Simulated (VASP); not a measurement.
# C3N (P6_3/mcm) in VASP: a series of runs

C3N is run at these levels: PBE; tasks: single point.

All numbers are computed with VASP 6.6.1; they aren't measurements. Logs are shortened: lines on timing, memory, paths and dates and some standing lists are left out, and cuts for length are marked.

## 1. The cell of the first run

The structure is hexagonal, space group P6_3/mcm (No. 193). The conventional cell has a = 4.470 Å, b = 4.470 Å, c = 5.513 Å, α = 90.00°, β = 90.00°, γ = 120.00°. C (site symmetry m2m) has 2 N at 1.71 Å and 2 C at 1.76 Å within 2.3 Å. N (site symmetry -3m) has 6 C at 1.71 Å within 2.3 Å.

## 2. Single point, PBE

The input, INCAR:

```
SYSTEM = C3N
ALGO = Normal
EDIFF = 1E-6
ENCUT = 520
GGA = PE
ISIF = 2
ISMEAR = 0
LASPH = .TRUE.
LCHARG = .FALSE.
LREAL = .FALSE.
LWAVE = .FALSE.
NBANDS = 27
NELM = 80
PREC = Accurate
SIGMA = 0.1
```

The input, KPOINTS:

```
k-points
0
G
  6 6 4
  0 0 0
```

The input, POSCAR:

```
C3N
1.0
    4.4699171801      0.0000000025      0.0000000000
   -2.2349585922      3.8710618295      0.0000000000
    0.0000000000      0.0000000000      5.5125481427
C N
6 2
Direct
    0.7723291392      0.0000000000      0.7500000000
    0.7723291392      0.7723291392      0.2500000000
    0.2276708608      0.0000000000      0.2500000000
    0.2276708608      0.2276708608      0.7500000000
    0.0000000000      0.7723291392      0.7500000000
    0.0000000000      0.2276708608      0.2500000000
    0.0000000000      0.0000000000      0.5000000000
    0.0000000000      0.0000000000      0.0000000000
```

Potentials or basis: VASP PAW PBE potentials, release 64 (C, N).

Run with:

```
> cat potpaw_PBE.64/C/POTCAR potpaw_PBE.64/N/POTCAR > POTCAR
> mpirun -np 1 vasp_std > vasp.out
```

OUTCAR:

```text
SYSTEM = C3N
   EDIFF = 1E-6
   ENCUT = 520
   GGA = PE
   ISIF = 2
   ISMEAR = 0
   LASPH = .TRUE.
   LREAL = .FALSE.
   NELM = 80
   PREC = Accurate

 ion  position               nearest neighbor table
   1  0.772  0.000  0.750-   7 1.71   8 1.71   5 1.76   4 1.76
   2  0.772  0.772  0.250-   7 1.71   8 1.71   6 1.76   3 1.76
   3  0.228  0.000  0.250-   7 1.71   8 1.71   6 1.76   2 1.76
   4  0.228  0.228  0.750-   7 1.71   8 1.71   5 1.76   1 1.76
   5  0.000  0.772  0.750-   7 1.71   8 1.71   4 1.76   1 1.76
   6  0.000  0.228  0.250-   7 1.71   8 1.71   2 1.76   3 1.76
   7  0.000  0.000  0.500-   5 1.71   6 1.71   2 1.71   4 1.71   3 1.71   1 1.71
   8  0.000  0.000  0.000-   5 1.71   6 1.71   2 1.71   4 1.71   3 1.71   1 1.71

  LATTYP: Found a hexagonal cell.
 ALAT       =     4.4699171801
 C/A-ratio  =     1.2332550964

  Lattice vectors:

 A1 = (   4.4699171801,   0.0000000025,   0.0000000000)
 A2 = (  -2.2349585922,   3.8710618295,   0.0000000000)
 A3 = (   0.0000000000,   0.0000000000,   5.5125481427)

Analysis of symmetry for initial positions (statically):
=====================================================================
 Subroutine PRICEL returns:
 Original cell was already a primitive cell.

 Routine SETGRP: Setting up the symmetry group for a
 hexagonal supercell.

 Subroutine GETGRP returns: Found 24 space group operations
 (whereof 12 operations were pure point group operations)
 out of a pool of 24 trial point group operations.

The static configuration has the point symmetry D_3d.
 The point group associated with its full space group is D_6h.

Analysis of symmetry for dynamics (positions and initial velocities):
=====================================================================
 Subroutine PRICEL returns:
 Original cell was already a primitive cell.

 Routine SETGRP: Setting up the symmetry group for a
 hexagonal supercell.

 Subroutine GETGRP returns: Found 24 space group operations
 (whereof 12 operations were pure point group operations)
 out of a pool of 24 trial point group operations.

The dynamic configuration has the point symmetry D_3d.
 The point group associated with its full space group is D_6h.

 Subroutine INISYM returns: Found 24 space group operations
 (whereof 12 operations are pure point group operations),
 and found     1 'primitive' translations

----------------------------------------------------------------------------------------

                                     Primitive cell

  volume of cell :      95.3854

  direct lattice vectors                    reciprocal lattice vectors
     4.469917180  0.000000003  0.000000000     0.223717791  0.129163527  0.000000000
    -2.234958592  3.871061829  0.000000000    -0.000000000  0.258327054  0.000000000
     0.000000000  0.000000000  5.512548143     0.000000000  0.000000000  0.181404311

  length of vectors
     4.469917180  4.469917180  5.512548143     0.258327054  0.258327054  0.181404311

  position of ions in fractional coordinates (direct lattice)
     0.772329139  0.000000000  0.750000000
     0.772329139  0.772329139  0.250000000
     0.227670861  0.000000000  0.250000000
     0.227670861  0.227670861  0.750000000
     0.000000000  0.772329139  0.750000000
     0.000000000  0.227670861  0.250000000
     0.000000000  0.000000000  0.500000000
     0.000000000  0.000000000  0.000000000

  ion indices of the primitive-cell ions
   primitive index   ion index
                 1           1
                 2           2
                 3           3
                 4           4
                 5           5
                 6           6
                 7           7
                 8           8

----------------------------------------------------------------------------------------

 KPOINTS: k-points

Automatic generation of k-mesh.
 Grid dimensions read from file:
 generate k-points for:    6    6    4

 Generating k-lattice:

  Cartesian coordinates                     Fractional coordinates (reciprocal lattice)
[... 59 lines left out ...]
      1     -20.4488      2.00000
      2     -16.7273      2.00000
      3     -16.5025      2.00000
      4      -9.5018      2.00000
      5      -8.9693      2.00000
      6      -7.3838      2.00000
[... 19 lines left out ...]
     26       7.7624      0.00000
     27       8.0632      0.00000

 k-point     5 :       0.1667    0.1667    0.0000
  band No.  band energies     occupation
      1     -20.4664      2.00000
      2     -16.7467      2.00000
      3     -16.5144      2.00000
      4      -9.2383      2.00000
      5      -8.9506      2.00000
      6      -7.3926      2.00000
[... 19 lines left out ...]
     26       7.8210      0.00000
     27       8.7279      0.00000

 k-point     6 :       0.3333    0.1667    0.0000
  band No.  band energies     occupation
      1     -20.4487      2.00000
      2     -16.7273      2.00000
      3     -16.5026      2.00000
      4      -9.4213      2.00000
      5      -9.0705      2.00000
      6      -7.3838      2.00000
[... 354 lines left out ...]
      1     -19.4840      2.00000
      2     -19.4840      2.00000
      3     -11.9943      2.00000
      4     -11.9943      2.00000
      5      -8.5596      2.00000
      6      -8.5596      2.00000
[... 19 lines left out ...]
     26       7.3458      0.00000
     27       8.5459      0.00000

 k-point    19 :       0.1667    0.1667    0.5000
  band No.  band energies     occupation
      1     -19.5013      2.00000
      2     -19.5013      2.00000
      3     -12.0079      2.00000
      4     -12.0079      2.00000
      5      -8.3014      2.00000
      6      -8.3014      2.00000
[... 19 lines left out ...]
     26       6.7258      0.00000
     27       8.1706      0.00000

 k-point    20 :       0.3333    0.1667    0.5000
  band No.  band energies     occupation
      1     -19.4840      2.00000
      2     -19.4840      2.00000
      3     -11.9943      2.00000
      4     -11.9943      2.00000
      5      -8.4807      2.00000
      6      -8.4807      2.00000
[... 19 lines left out ...]
     26       7.3217      0.00000
     27       8.6147      0.00000

 k-point    21 :       0.3333    0.3333    0.5000
  band No.  band energies     occupation
      1     -19.4783      2.00000
      2     -19.4783      2.00000
      3     -11.9897      2.00000
      4     -11.9897      2.00000
      5      -8.3649      2.00000
      6      -8.3649      2.00000
[... 19 lines left out ...]
     26       7.5371      0.00000
     27       8.8481      0.00000

------------------------ aborting loop because EDIFF is reached ----------------------------------------

  FORCE on cell =-STRESS in cart. coord.  units (eV):
  Direction    XX          YY          ZZ          XY          YZ          ZX
  --------------------------------------------------------------------------------------
  -------------------------------------------------------------------------------------
  Total        0.0819914      0.0819914      0.1908468      0.0000000      0.0000000     -0.0000000
  in kB        1.3771998      1.3771998      3.2056315      0.0000000      0.0000000     -0.0000000
  external PRESSURE =       1.9866770 kB  Pullay stress =       0.0000000 kB

 VOLUME and BASIS-vectors are now :
 -----------------------------------------------------------------------------
  energy-cutoff  :      520.00
  volume of cell :       95.39
      direct lattice vectors                 reciprocal lattice vectors
     4.469917180  0.000000003  0.000000000     0.223717791  0.129163527  0.000000000
    -2.234958592  3.871061829  0.000000000    -0.000000000  0.258327054  0.000000000
     0.000000000  0.000000000  5.512548143     0.000000000  0.000000000  0.181404311

 POSITION                                       TOTAL-FORCE (eV/Angst)
 -----------------------------------------------------------------------------------
      3.45225      0.00000      4.13441        -0.047891     -0.000000     -0.000000
      1.72612      2.98973      1.37814        -0.023945     -0.041475      0.000000
      1.01767      0.00000      1.37814         0.047891      0.000000      0.000000
      0.50883      0.88133      4.13441         0.023945      0.041475     -0.000000
     -1.72612      2.98973      4.13441         0.023945     -0.041475     -0.000000
     -0.50883      0.88133      1.37814        -0.023945      0.041475     -0.000000
      0.00000      0.00000      2.75627         0.000000      0.000000      0.000000
      0.00000      0.00000      0.00000         0.000000      0.000000      0.000000
 -----------------------------------------------------------------------------------
    total drift:                               -0.000000     -0.000000      0.000000

  FREE ENERGIE OF THE ION-ELECTRON SYSTEM (eV)
  ---------------------------------------------------
  free  energy   TOTEN  =       -42.0003783623 eV

  energy  without entropy=      -41.9772610300  energy(sigma->0) =      -41.98881970
```

Run time: 92 s. Hardware: 1 thread of AMD EPYC 7R43 (Zen 3), shared host; peak memory 0.18 GiB.

What came out:

```yaml
Free_energy: -42.0004 eV
Pressure: 0.2 GPa
Largest_force: 0.048 eV/Å
Band_gap_on_the_k_mesh: zero (band 17 reaches 1.05 eV, above the bottom of band 18 at 0.06 eV)
```

Forces on the atoms (eV/Å):
```
C   -0.048  0.000  0.000
C   -0.024 -0.041  0.000
C    0.048  0.000  0.000
C    0.024  0.041  0.000
C    0.024 -0.041  0.000
C   -0.024  0.041  0.000
N    0.000  0.000  0.000
N    0.000  0.000  0.000
```

Stress tensor (GPa, compression positive):
```
0.14 0.00 0.00
0.00 0.14 0.00
0.00 0.00 0.32
```

## 3. Single point, PBE

This run uses another cell than the first one, of 13.24 Å³/atom, 1.110 times its volume.

The input, INCAR:

```
SYSTEM = C3N
PREC = Accurate
ENCUT = 520
EDIFF = 1E-6
ISMEAR = 0
SIGMA = 0.1
LREAL = .False.
LASPH = .True.
NELM = 100
ALGO = Normal
ISIF = 2
LWAVE = .False.
LCHARG = .False.
GGA = PE
NBANDS = 27
```

The input, KPOINTS:

```
regular mesh
0
Gamma
  6 6 4
  0 0 0
```

The input, POSCAR:

```
C3N
1.0
    5.1495056300      0.0000000000      0.0000000000
   -2.5747528200      4.4596026900      0.0000000000
    0.0000000000      0.0000000000      4.6109865500
C N
6 2
Direct
    0.6822687400      0.0000000000      0.7500000000
    0.6822687400      0.6822687400      0.2500000000
    0.3177312600      0.0000000000      0.2500000000
    0.3177312600      0.3177312600      0.7500000000
    0.0000000000      0.6822687400      0.7500000000
    0.0000000000      0.3177312600      0.2500000000
    0.0000000000      0.0000000000      0.5000000000
    0.0000000000      0.0000000000      0.0000000000
```

Potentials or basis: VASP PAW PBE potentials, release 64 (C, N).

Run with:

```
> cat potpaw_PBE.64/C/POTCAR potpaw_PBE.64/N/POTCAR > POTCAR
> mpirun -np 1 vasp_std > vasp.out
```

It took 1.7 min on 1 thread of AMD EPYC 7R43 (Zen 3), shared host; peak memory 0.19 GiB.

The run converged. Its results:

```yaml
Free_energy: -33.8442 eV
Pressure: -23.2 GPa
Largest_force: 2.203 eV/Å
Band_gap_on_the_k_mesh: zero (band 17 reaches 2.56 eV, above the bottom of band 18 at 0.76 eV)
```

Forces on the atoms (eV/Å):
```
C    2.203  0.000  0.000
C    1.101  1.908  0.000
C   -2.203  0.000  0.000
C   -1.101 -1.908  0.000
C   -1.101  1.908  0.000
C    1.101 -1.908  0.000
N    0.000  0.000  0.000
N    0.000  0.000  0.000
```

Stress tensor (GPa, compression positive):
```
-28.21   0.00   0.00
  0.00 -28.21   0.00
  0.00   0.00 -13.30
```

Levels at points of the mesh, in eV from the Fermi level:
```
           k point  band 13  band 14  band 15  band 16  band 17  band 18  band 19  band 20  band 21  band 22
(0.00, 0.00, 0.00)    -2.25    -1.55    -1.20    -1.20    -1.02     0.19     0.55     0.55     0.92     1.63
(0.50, 0.00, 0.00)    -2.73    -1.75    -0.61    -0.16     0.03     0.33     0.83     1.13     1.17     1.42
(0.00, 0.00, 0.50)    -3.96    -3.96    -0.50    -0.50     1.32     1.32     1.32     1.32     1.78     1.78
(0.50, 0.00, 0.50)    -2.87    -2.87    -1.06    -1.06    -0.17    -0.17     0.99     0.99     1.37     1.37
```

Caveat: forces of over 1 eV/Å act on the atoms, so gaps and moduli don't describe the material at rest.

## 4. Single point, PBE

This run uses another cell than the first one, of 9.52 Å³/atom, 0.799 times its volume.

The input, INCAR:

```
PREC     = Accurate       # precision mode
ENCUT    = 520            # plane-wave cutoff, eV
EDIFF    = 1E-6           # SCF threshold, eV
ISMEAR   = 0              # smearing method
SIGMA    = 0.1            # smearing width, eV
LREAL    = F              # projectors in reciprocal space
LASPH    = T              # aspherical terms in the spheres
NELM     = 100            # most SCF steps
ALGO     = Normal         # electronic algorithm
ISIF     = 2              # what is computed and relaxed
LWAVE    = F              # write WAVECAR
LCHARG   = T              # write CHGCAR
GGA      = PE             # functional
LELF     = T              # ELF
LVHAR    = T            
NBANDS   = 27             # bands
```

The input, KPOINTS:

```
Automatic mesh
0
Gamma
  12 12 6
```

The input, POSCAR:

```
C3N
1.0
    3.7102414003      0.0000000000      0.0000000000
   -1.8551207001      3.2131633068      0.0000000000
    0.0000000000      0.0000000000      6.3910057190
C N
6 2
Direct
    0.7603818001      0.0000000000      0.7500000000
    0.7603818001      0.7603818001      0.2500000000
    0.2396181999      0.0000000000      0.2500000000
    0.2396181999      0.2396181999      0.7500000000
    0.0000000000      0.7603818001      0.7500000000
    0.0000000000      0.2396181999      0.2500000000
    0.0000000000      0.0000000000      0.5000000000
    0.0000000000      0.0000000000      0.0000000000
```

Run with:

```
> cat potpaw_PBE.64/C/POTCAR potpaw_PBE.64/N/POTCAR > POTCAR
> mpirun -np 1 vasp_std > vasp.out
```

It took 3.6 min on 1 thread of AMD EPYC 7R43 (Zen 3), shared host; peak memory 0.22 GiB.

It converged, with:

```yaml
Free_energy: -43.0860 eV
Pressure: 0.3 GPa
Largest_force: 0.105 eV/Å
Band_gap_on_the_k_mesh: zero (band 17 reaches 4.02 eV, above the bottom of band 18 at 1.76 eV)
```

Forces on the atoms (eV/Å):
```
C   -0.105  0.000  0.000
C   -0.053 -0.091  0.000
C    0.105  0.000  0.000
C    0.053  0.091  0.000
C    0.053 -0.091  0.000
C   -0.053  0.091  0.000
N    0.000  0.000  0.000
N    0.000  0.000  0.000
```

Stress tensor (GPa, compression positive):
```
0.41 0.00 0.00
0.00 0.41 0.00
0.00 0.00 0.20
```

Levels at points of the mesh, in eV from the Fermi level:
```
           k point  band 15  band 16  band 17  band 18  band 19  band 20
(0.00, 0.00, 0.00)    -1.62    -1.38    -1.38     1.62     1.62     1.72
(0.50, 0.00, 0.00)     0.49     0.53     0.83     0.88     1.10     1.69
(0.00, 0.00, 0.50)    -1.89    -1.89    -1.15    -1.15    -1.15    -1.15
(0.50, 0.00, 0.50)    -1.95    -1.95     0.58     0.58     0.83     0.83
```

## 5. Single point, PBE

This run uses another cell than the first one, of 9.58 Å³/atom, 0.804 times its volume.

The input, INCAR:

```
SYSTEM = C3N
PREC     = Accurate       ! precision mode
ENCUT    = 520            ! plane-wave cutoff, eV
EDIFF    = 1E-6           ! SCF threshold, eV
ISMEAR   = 0              ! smearing method
SIGMA    = 0.1            ! smearing width, eV
LREAL    = .FALSE.        ! projectors in reciprocal space
LASPH    = .TRUE.         ! aspherical terms in the spheres
NELM     = 60             ! most SCF steps
ALGO     = Normal         ! electronic algorithm
ISIF     = 2              ! what is computed and relaxed
LWAVE    = .FALSE.        ! write WAVECAR
LCHARG   = .FALSE.        ! write CHGCAR
GGA      = PE             ! functional
NBANDS   = 27             ! bands
```

The input, KPOINTS:

```
Automatic mesh
0
G
  12 12 8
  0 0 0
```

The input, POSCAR:

```
C3N
1.0
    3.6884269762      0.0000000000      0.0000000000
   -1.8442134881      3.1942714614      0.0000000000
    0.0000000000      0.0000000000      6.5059313879
C N
6 2
Direct
    0.7619778535      0.0000000000      0.7500000000
    0.7619778535      0.7619778535      0.2500000000
    0.2380221465      0.0000000000      0.2500000000
    0.2380221465      0.2380221465      0.7500000000
    0.0000000000      0.7619778535      0.7500000000
    0.0000000000      0.2380221465      0.2500000000
    0.0000000000      0.0000000000      0.5000000000
    0.0000000000      0.0000000000      0.0000000000
```

Run with:

```
> cat potpaw_PBE.64/C/POTCAR potpaw_PBE.64/N/POTCAR > POTCAR
> mpirun -np 1 vasp_std > vasp.out
```

It took 3.8 min on 1 thread of AMD EPYC 7R43 (Zen 3), shared host; peak memory 0.23 GiB.

The run converged. Its results:

```
Free energy            : -43.0669 eV
Pressure               : 0.4 GPa
Largest force          : 0.113 eV/Å
Band gap on the k mesh : zero (band 17 reaches 3.96 eV, above the bottom of band 18 at 1.76 eV)
```

Forces in eV/Å, atoms in the order of the input:
```
C   -0.113  0.000  0.000
C   -0.057 -0.098  0.000
C    0.113  0.000  0.000
C    0.057  0.098  0.000
C    0.057 -0.098  0.000
C   -0.057  0.098  0.000
N    0.000  0.000  0.000
N    0.000  0.000  0.000
```

Stress tensor (GPa, compression positive):
```
0.41 0.00 0.00
0.00 0.41 0.00
0.00 0.00 0.24
```

Levels at points of the mesh, in eV from the Fermi level:
```csv
k point,band 13,band 14,band 15,band 16,band 17,band 18,band 19,band 20,band 21,band 22
"(0.00, 0.00, 0.00)",-3.55,-1.52,-1.52,-1.36,-1.36,1.45,1.56,1.56,1.83,3.13
"(0.50, 0.00, 0.00)",-3.86,-0.08,0.45,0.59,0.88,0.89,1.05,1.71,2.08,2.36
"(0.00, 0.00, 0.50)",-1.82,-1.82,-1.82,-1.82,-1.01,-1.01,-1.01,-1.01,4.30,4.30
"(0.50, 0.00, 0.50)",-3.09,-3.09,-1.81,-1.81,0.63,0.63,0.88,0.88,4.73,4.73
```

## 6. The runs side by side

```tsv
cell	k mesh	gap on the mesh (eV)	pressure (GPa)	largest force (eV/Å)
a = 4.470, b = 4.470, c = 5.513 Å, angles 90.0, 90.0, 120.0°, 8 atoms	6 × 6 × 4	none	0.2	0.05
a = 5.150, b = 5.150, c = 4.611 Å, angles 90.0, 90.0, 120.0°, 8 atoms	6 × 6 × 4	none	-23.2	2.20
a = 3.710, b = 3.710, c = 6.391 Å, angles 90.0, 90.0, 120.0°, 8 atoms	12 × 12 × 6	none	0.3	0.11
a = 3.688, b = 3.688, c = 6.506 Å, angles 90.0, 90.0, 120.0°, 8 atoms	12 × 12 × 8	none	0.4	0.11
```

Alike in all rows: task single point; level PBE; potentials or basis VASP PAW PBE potentials, release 64 (C, N); no spin polarisation; cutoff (eV) 520; smearing gaussian 0.1 eV.

Caveats: forces of over 1 eV/Å act on the atoms, so gaps and moduli don't describe the material at rest (some runs).

Total energies depend on the potentials used, so only differences within one code and one set of settings carry meaning.
